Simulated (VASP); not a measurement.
# TaN (P-62m) in VASP: further runs

The runs below take TaN through single point, with PBEsol.

Program: VASP 6.6.1. These are calculated values, not measurements. Logs are shortened: lines on timing, memory, paths and dates and some standing lists are left out, and cuts for length are marked.

### 1 The cell of the first run

It takes space group P-62m (No. 189, hexagonal). The conventional cell has a = 4.979 Å, b = 4.979 Å, c = 2.790 Å, α = 90.00°, β = 90.00°, γ = 120.00°. Ta (site symmetry -6) has 6 N at 2.07 Å and 5 Ta at 2.79 to 2.87 Å within 2.9 Å. Within 2.6 Å of Ta (site symmetry -62m) lie 3 N at 1.96 Å. Within 2.8 Å of N (site symmetry m2m) lie 5 Ta at 1.96 to 2.07 Å and 6 N at 2.66 to 2.79 Å.

### 2 Single point, PBEsol

INCAR reads:

```
SYSTEM = TaN
  PREC = Accurate
  ENCUT = 520
  EDIFF = 1E-6
  ISMEAR = -1
  SIGMA = 0.1
  LREAL = .False.
  LASPH = .True.
  NELM = 60
  ALGO = Normal
  ISIF = 2
  LWAVE = .False.
  LCHARG = .False.
  GGA = PS
  NBANDS = 33
```

KPOINTS reads:

```
regular mesh
0
Gamma
  5 5 8
  0 0 0
```

POSCAR reads:

```
TaN
1.0
    4.9792435155      0.0000000000      0.0000000000
   -2.4896217577      4.3121513779      0.0000000000
    0.0000000000      0.0000000000      2.7895646408
Ta N
3 3
Direct
    0.3333333333      0.6666666667      0.5000000000
    0.6666666667      0.3333333333      0.5000000000
    0.0000000000      0.0000000000      0.0000000000
    0.3928500000      0.0000000000      0.0000000000
    0.6071500000      0.6071500000      0.0000000000
    0.0000000000      0.3928500000      0.0000000000
```

Potentials or basis: VASP PAW PBE potentials, release 64 (Ta_pv, N).

The run is started by

```
> cat potpaw_PBE.64/Ta_pv/POTCAR potpaw_PBE.64/N/POTCAR > POTCAR
> mpirun -np 1 vasp_std > vasp.out
```

OUTCAR:

```text
SYSTEM = TaN
   PREC = Accurate
   ENCUT = 520
   EDIFF = 1E-6
   ISMEAR = -1
   LREAL = .False.
   LASPH = .True.
   NELM = 60
   ISIF = 2
   GGA = PS

 ion  position               nearest neighbor table
   1  0.333  0.667  0.500-   5 2.07   5 2.07   6 2.07   6 2.07   4 2.07   4 2.07   2 2.87   2 2.87
                             2 2.87   3 3.20   3 3.20   3 3.20   3 3.20   3 3.20   3 3.20
   2  0.667  0.333  0.500-   6 2.07   6 2.07   4 2.07   4 2.07   5 2.07   5 2.07   1 2.87   1 2.87
                             1 2.87   3 3.20   3 3.20   3 3.20   3 3.20   3 3.20   3 3.20
   3  0.000  0.000  0.000-   4 1.96   6 1.96   5 1.96   2 3.20   1 3.20   1 3.20   2 3.20   2 3.20
                             2 3.20   1 3.20   1 3.20   2 3.20   2 3.20   1 3.20   1 3.20
   4  0.393  0.000  0.000-   3 1.96   1 2.07   1 2.07   2 2.07   2 2.07
   5  0.607  0.607  0.000-   3 1.96   1 2.07   1 2.07   2 2.07   2 2.07
   6  0.000  0.393  0.000-   3 1.96   2 2.07   2 2.07   1 2.07   1 2.07

  LATTYP: Found a hexagonal cell.
 ALAT       =     4.9792435155
 C/A-ratio  =     0.5602386451

  Lattice vectors:

 A1 = (   4.9792435155,   0.0000000000,   0.0000000000)
 A2 = (  -2.4896217577,   4.3121513779,   0.0000000000)
 A3 = (   0.0000000000,   0.0000000000,   2.7895646408)

Analysis of symmetry for initial positions (statically):
=====================================================================
 Subroutine PRICEL returns:
 Original cell was already a primitive cell.

 Routine SETGRP: Setting up the symmetry group for a
 hexagonal supercell.

 Subroutine GETGRP returns: Found 12 space group operations
 (whereof 12 operations were pure point group operations)
 out of a pool of 24 trial point group operations.

The static configuration has the point symmetry D_3h.

Analysis of symmetry for dynamics (positions and initial velocities):
=====================================================================
 Subroutine PRICEL returns:
 Original cell was already a primitive cell.

 Routine SETGRP: Setting up the symmetry group for a
 hexagonal supercell.

 Subroutine GETGRP returns: Found 12 space group operations
 (whereof 12 operations were pure point group operations)
 out of a pool of 24 trial point group operations.

The dynamic configuration has the point symmetry D_3h.

 Subroutine INISYM returns: Found 12 space group operations
 (whereof 12 operations are pure point group operations),
 and found     1 'primitive' translations

[... 102 lines left out ...]
   LREAL  =      F    real-space projection
   EDIFFG = 0.1E-04   stopping-criterion for IOM
   NSW    =      0    number of steps for IOM
   IBRION =     -1    ionic relax: 0-MD 1-quasi-New 2-CG
   NFREE  =      0    steps in history (QN), initial steepest desc. (CG)
   ISIF   =      2    stress and relaxation
   ISYM   =      2    0-nonsym 1-usesym 2-fastsym
   POTIM  = 0.5000    time-step for ionic-motion
   TEBEG  =    0.0;   TEEND  =   0.0 temperature during run
   PSTRESS=    0.0 pullay stress
   NELECT =      48.0000    total number of electrons
   NUPDOWN=      -1.0000    fix difference up-down
   EMIN   =  10.00;   EMAX   =-10.00  energy-range for DOS
   EFERMI =   0.00;   METHOD = LEGACY
   ISMEAR =    -1;   SIGMA  =   0.10  broadening in eV -4-tet -1-fermi 0-gaus
   EFERMI_NEDOS =   21; number of points for ismear=-14 and -15
   IALGO  =     38    algorithm
   IMIX   =      4    mixing-type and parameters
     AMIX     =   0.40;   BMIX     =  1.00
     AMIX_MAG =   1.60;   BMIX_MAG =  1.00
  volume/ion in A,a.u.               =       9.98        67.37
  Fermi-wavevector in a.u.,A,eV,Ry     =   1.520631  2.873577 31.461025  2.312320
  Thomas-Fermi vector in A             =   2.629456
   LORBIT       =      0    0 simple, 1 ext, 2 COOP (PROOUT), +10 PAW based schemes
   GGA     = PS    functional components
   LHFCALC =     F    Hartree Fock is set to
   AEXX    =    0.0000 exact exchange contribution
   IVDW    =     0    specifies the selected vdW correction
   LEPSILON=     F    determine dielectric tensor
   LRPA    =     F    only Hartree local field effects (RPA)
 non-spin polarized calculation
  energy-cutoff  :      520.00
  volume of cell :       59.90
 maximum number of plane-waves:      1631
 NGX is ok and might be reduce to    40
   NGX = 19   NGY = 19   NGZ = 11

 number of electron      48.0000004 magnetization

 Free energy of the ion-electron system (eV)
  ---------------------------------------------------
  ext. energy  EPLUGINS =         0.00000000
  ---------------------------------------------------
  free energy    TOTEN  =       -70.35330318 eV

  energy without entropy =      -70.32943876  energy(sigma->0) =      -70.34137097

 E-fermi :   9.7764     XC(G=0): -13.8582

 val. band max:        9.5517964310   @ k =   0.2000  -0.0000   0.1250
 cond. band min:       9.9033357572   @ k =   0.4000   0.0000   0.2500
 fundamental gap:      0.3515393262
 Fermi energy:         9.7763671094

 k-point     1 :       0.0000    0.0000    0.0000
  band No.  band energies     occupation
      1     -26.6150      2.00000
      2     -26.6150      2.00000
      3     -26.1318      2.00000
      4     -26.1318      2.00000
      5     -25.7888      2.00000
      6     -25.6059      2.00000
[... 853 lines left out ...]
     32      15.5155      0.00000
     33      15.8562      0.00000

 [... further k-points ...]

------------------------ aborting loop because EDIFF is reached ----------------------------------------

  FORCE on cell =-STRESS in cart. coord.  units (eV):
  Direction    XX          YY          ZZ          XY          YZ          ZX
  --------------------------------------------------------------------------------------
  -------------------------------------------------------------------------------------
  Total       19.2144997     19.2144997     19.4275550      0.0000000     -0.0000000      0.0000000
  in kB      513.9795851    513.9795856    519.6787230      0.0000000     -0.0000000      0.0000000
  external PRESSURE =     515.8792979 kB  Pullay stress =       0.0000000 kB

 VOLUME and BASIS-vectors are now :
 -----------------------------------------------------------------------------
  energy-cutoff  :      520.00
  volume of cell :       59.90
      direct lattice vectors                 reciprocal lattice vectors
     4.979243516  0.000000000  0.000000000     0.200833720  0.115951402  0.000000000
    -2.489621758  4.312151378  0.000000000     0.000000000  0.231902805  0.000000000
     0.000000000  0.000000000  2.789564641     0.000000000  0.000000000  0.358478877

 POSITION                                       TOTAL-FORCE (eV/Angst)
 -----------------------------------------------------------------------------------
     -0.00000      2.87477      1.39478         0.000000      0.000000      0.000000
      2.48962      1.43738      1.39478        -0.000000      0.000000      0.000000
      0.00000      0.00000      0.00000        -0.000000      0.000000      0.000000
      1.95610      0.00000      0.00000         0.620052      0.000000     -0.000000
      1.51157      2.61812      0.00000        -0.310026     -0.536981      0.000000
     -0.97805      1.69403      0.00000        -0.310026      0.536981     -0.000000
 -----------------------------------------------------------------------------------
    total drift:                                0.000000     -0.000000     -0.000000

  FREE ENERGIE OF THE ION-ELECTRON SYSTEM (eV)
  ---------------------------------------------------
  free  energy   TOTEN  =       -70.3533031769 eV

  energy  without entropy=      -70.3294387620  energy(sigma->0) =      -70.34137097
```

Run time: 40 s. Hardware: 1 thread of Intel Xeon Platinum 8259CL at 2.50GHz (Skylake/Cascade Lake), shared host; peak memory 0.21 GiB.

Results:

```
Free energy            : -70.3533 eV
Pressure               : 51.6 GPa
Largest force          : 0.620 eV/Å
Band gap on the k mesh : zero (bands 24 and 25 overlap by 3.58 eV)
```

Forces in eV/Å, atoms in the order of the input:
```
Ta   0.000  0.000  0.000
Ta   0.000  0.000  0.000
Ta   0.000  0.000  0.000
N    0.620  0.000  0.000
N   -0.310 -0.537  0.000
N   -0.310  0.537  0.000
```

Stress tensor (GPa, compression positive):
```
51.40  0.00  0.00
 0.00 51.40  0.00
 0.00  0.00 51.97
```

Caveat: the cell stands under pressure; the PAW data sets were made with another functional, which shifts forces and pressure a little; spin-orbit coupling is left out, which moves the levels of the heavy elements.

### 3 Single point, PBEsol

This run uses another cell than the first one, of 10.44 Å³/atom.

INCAR reads:

```
PREC     = Accurate       # precision mode
ENCUT    = 520            # plane-wave cutoff, eV
EDIFF    = 1E-6           # SCF threshold, eV
ISMEAR   = -1             # smearing method
SIGMA    = 0.1            # smearing width, eV
LREAL    = F              # projectors in reciprocal space
LASPH    = T              # aspherical terms in the spheres
NELM     = 60             # most SCF steps
ALGO     = Normal         # electronic algorithm
ISIF     = 2              # what is computed and relaxed
LWAVE    = F              # write WAVECAR
LCHARG   = T              # write CHGCAR
GGA      = PS             # functional
LELF     = T              # ELF
LVHAR    = T            
NBANDS   = 33             # bands
```

KPOINTS reads:

```
regular mesh
0
Gamma
  5 5 8
```

Edit POSCAR of step 2 so:

```diff
@@ -2,5 +2,5 @@
 1.0
-    4.9792435155      0.0000000000      0.0000000000
-   -2.4896217577      4.3121513779      0.0000000000
-    0.0000000000      0.0000000000      2.7895646408
+    5.0535715410      0.0000000000      0.0000000000
+   -2.5267857705      4.3765213363      0.0000000000
+    0.0000000000      0.0000000000      2.8312060731
 Ta N
```

Potentials or basis: VASP PAW PBE potentials, release 64 (Ta_pv, N).

The run is started by

```
> cat potpaw_PBE.64/Ta_pv/POTCAR potpaw_PBE.64/N/POTCAR > POTCAR
> mpirun -np 1 vasp_std > vasp.out
```

Run time: 42 s. Hardware: 1 thread of Intel Xeon Platinum 8259CL at 2.50GHz (Skylake/Cascade Lake), shared host; peak memory 0.21 GiB.

It converged, with:

```yaml
Free_energy: -71.0374 eV
Pressure: 29.4 GPa
Largest_force: 0.387 eV/Å
Band_gap_on_the_k_mesh: zero (bands 24 and 25 overlap by 3.42 eV)
```

Forces in eV/Å, atoms in the order of the input:
```
Ta   0.000  0.000  0.000
Ta   0.000  0.000  0.000
Ta   0.000  0.000  0.000
N    0.387  0.000  0.000
N   -0.193 -0.335  0.000
N   -0.193  0.335  0.000
```

Stress tensor (GPa, compression positive):
```
29.56  0.00  0.00
 0.00 29.56  0.00
 0.00  0.00 29.09
```

Levels at points of the mesh, in eV from the Fermi level:
| k point | band 22 | band 23 | band 24 | band 25 | band 26 | band 27 |
| --- | --- | --- | --- | --- | --- | --- |
| (0.00, 0.00, 0.00) | -3.60 | -2.19 | -1.17 | -1.17 | 0.44 | 0.44 |
| (0.00, 0.00, 0.50) | -3.29 | -3.29 | 2.00 | 2.00 | 2.08 | 2.33 |

Caveat: the cell stands under pressure; the PAW data sets were made with another functional, which shifts forces and pressure a little; spin-orbit coupling is left out, which moves the levels of the heavy elements.

The gap in the log of VASP goes by the Fermi energy; the results here count the filled bands.